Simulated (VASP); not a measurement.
Runs of VASP 6.6.1 on BN. The structure is that of space group Fmm2 (No. 42), or close to it. The cells are those of the table. 

```tsv
task	level	cell	k mesh	cutoff (eV)	smearing	gap on the mesh (eV)	pressure (GPa)	relaxed volume (Å³/atom)
single point	r2SCAN	a = 3.940, b = 2.499, c = 3.522 Å, angles 79.8, 38.6, 61.6°, 2 atoms	12 × 12 × 12	520	gaussian 0.01 eV	(a)	1.1	-
relaxation of cell and atoms	PBE+D4	relaxed from a = 3.982, b = 2.505, c = 3.567 Å, angles 79.9, 38.3, 61.9°, 2 atoms	10 × 10 × 10	600	fermi-dirac 0.02 eV	(b)	0.0	8.92
single point	PBE+D4	a = 3.955, b = 2.506, c = 3.537 Å, angles 79.8, 38.6, 61.7°, 2 atoms	10 × 10 × 10	520	fermi-dirac 0.02 eV	3.59	0.1	-
relaxation of cell and atoms	PBE+D3(BJ)	relaxed from a = 4.112, b = 2.502, c = 3.713 Å, angles 80.3, 36.8, 62.9°, 2 atoms	10 × 10 × 10	600	fermi-dirac 0.02 eV	3.60	0.0	8.99
single point	PBE	a = 3.940, b = 2.499, c = 3.522 Å, angles 79.8, 38.6, 61.6°, 2 atoms	6 × 6 × 6	520	gaussian 0.01 eV	(c)	4.7	-
```

Alike in all rows: potentials or basis VASP PAW PBE potentials, release 64 (B, N); no spin polarisation.

Problem. Estimate the missing entries.

Solution. (a) 4.08; (b) 3.54; (c) 3.61.

Caveats: some runs use coarse meshes; the PAW data sets were made with another functional, which shifts forces and pressure a little (some runs).

A k mesh can miss the band edges.
